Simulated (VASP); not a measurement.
A run of VASP 6.6.1:

Contents of INCAR:

```
  ALGO = Normal
  EDIFF = 1E-6
  ENCUT = 520
  GGA = PE
  ISIF = 2
  ISMEAR = -1
  LASPH = True
  LCHARG = True
  LELF = True
  LREAL = False
  LVHAR = True
  LWAVE = False
  NBANDS = 12
  NELM = 100
  PREC = Accurate
  SIGMA = 0.08
```

Contents of KPOINTS:

```
k-points
0
Gamma
  12 12 11
```

Contents of POSCAR:

```
La
1.0
    2.8316619256      0.0000000000      0.0000000000
   -1.4158309628      2.4522911625      0.0000000000
    0.0000000000      0.0000000000      2.6603724714
La
1
Direct
    0.0000000000      0.0000000000      0.0000000000
```

Potentials or basis: VASP PAW PBE potentials, release 64 (La).

Launch:

```console
$ cat potpaw_PBE.64/La/POTCAR > POTCAR
$ mpirun -np 1 vasp_std > vasp.out
```

Hardware: 1 thread of Intel(R) Xeon(R) Platinum 8375C CPU @ 2.90GHz (Ice Lake), with other jobs on the host.

Estimate the wall time of this run.

It took 14 s on 1 thread of Intel(R) Xeon(R) Platinum 8375C CPU @ 2.90GHz (Ice Lake), on a shared host, peak memory 0.16 GiB. Counts: scf iterations 11, k points 114.
